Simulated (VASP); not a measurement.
SnSe:

```xyz
2
Lattice="0.0000 2.9486 2.9486 2.9486 0.0000 2.9486 2.9486 2.9486 0.0000" Properties=species:S:1:pos:R:3 pbc="T T T"
Sn    0.0000    0.0000    0.0000
Se    2.9486    2.9486    2.9486
```

Base run:

| Item | Value |
| --- | --- |
| Program | VASP 6.6.1 |
| Functional | PBE |
| Dispersion | D4 |
| Potentials or basis | VASP PAW PBE potentials, release 64 (Sn_d, Se) |
| Cutoff | 520 eV |
| k mesh | 8 × 8 × 8 |
| Occupations | fermi-dirac, width 0.05 eV |
| Spin | no spin polarisation |

Its results: band gap on the k mesh 0.76 eV, indirect (least direct gap 0.87 eV); pressure 2.1 GPa.

After a change of settings the same cell gave: band gap on the k mesh 0.74 eV, indirect (least direct gap 0.84 eV); pressure 1.4 GPa. Which change was it?
A. functional from PBE to PBE exchange alone; dispersion from D4 to none
B. functional from PBE to r2SCAN; further incar settings from ALGO = Normal; EDIFF = 1e-06; NBANDS = 17 to ALGO = Normal; EDIFF = 1e-07; NBANDS = 17
C. functional from PBE to RPBE
D. functional from PBE to revPBE; dispersion from D4 to none

C.

Caveats: spin-orbit coupling is left out, which moves the levels of the heavy elements; the PAW data sets were made with another functional, which shifts forces and pressure a little (some runs).
